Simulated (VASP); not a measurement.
Wanted: the native input for a VASP 6.6.1 run.

| Item | Value |
| --- | --- |
| Task | single point |
| Functional | PBE |
| Dispersion | D3(BJ) |
| Potentials or basis | VASP PAW PBE potentials, release 64 (Si, N) |
| Cutoff | 520 eV |
| k mesh | 7 × 7 × 1 |
| Occupations | gaussian, width 0.05 eV |
| Spin | collinear spin, ferromagnetic start |
| Starting moments | [0.0, 0.0, 0.0, 0.0, 3.0] μB |
| Dipole correction | yes |
| Further INCAR settings | ALGO = Normal; EDIFF = 1e-06; NBANDS = 22 |

The structure of Si4N lies in POSCAR:

```
Si4N
1.0
    3.8333442755      0.0000000000      0.0000000000
    0.0000000000      3.8333442755      0.0000000000
    0.0000000000      0.0000000000     21.1034818114
Si N
4 1
Direct
    0.0000000000      0.5000000000      0.1895421825
    0.0000000000      0.0000000000      0.2537634269
    0.5000000000      0.0000000000      0.3207061922
    0.5000000000      0.5000000000      0.3839879070
    0.6250000000      0.7500000000      0.5261445439
```

These files were run (other wordings do the same):

INCAR

```
  PREC = Accurate
  ENCUT = 520
  EDIFF = 1E-6
  ISMEAR = 0
  SIGMA = 0.05
  LREAL = False
  LASPH = True
  NELM = 150
  ALGO = Normal
  ISIF = 2
  LWAVE = False
  LCHARG = False
  ISPIN = 2
  MAGMOM = 0 0 0 0 3
  LORBIT = 11
  LDIPOL = True
  IDIPOL = 3
  DIPOL = 0.5 0.5 0.335
  GGA = PE
  IVDW = 12
  NBANDS = 22
```

KPOINTS

```
Automatic mesh
0
Gamma
  7 7 1
```

Potentials or basis: VASP PAW PBE potentials, release 64 (Si, N).

Command:

```bash
$ cat potpaw_PBE.64/Si/POTCAR potpaw_PBE.64/N/POTCAR > POTCAR
$ mpirun -np 1 vasp_std > vasp.out
```

It gave:

```
Largest force                                         : 0.379 eV/Å
Net moment                                            : 2.64 μB per cell
Site moments                                          : Si -0.00, -0.01, -0.06 (each value once); N +1.87 μB
Valence electrons inside the program's atomic spheres : Si 1.58, 1.67 (each value once); N 3.27
Dispersion energy per atom                            : -0.198 eV
```

It took 17 min on 1 thread of AMD EPYC 7R13, with other jobs on the host, peak memory 0.61 GiB.
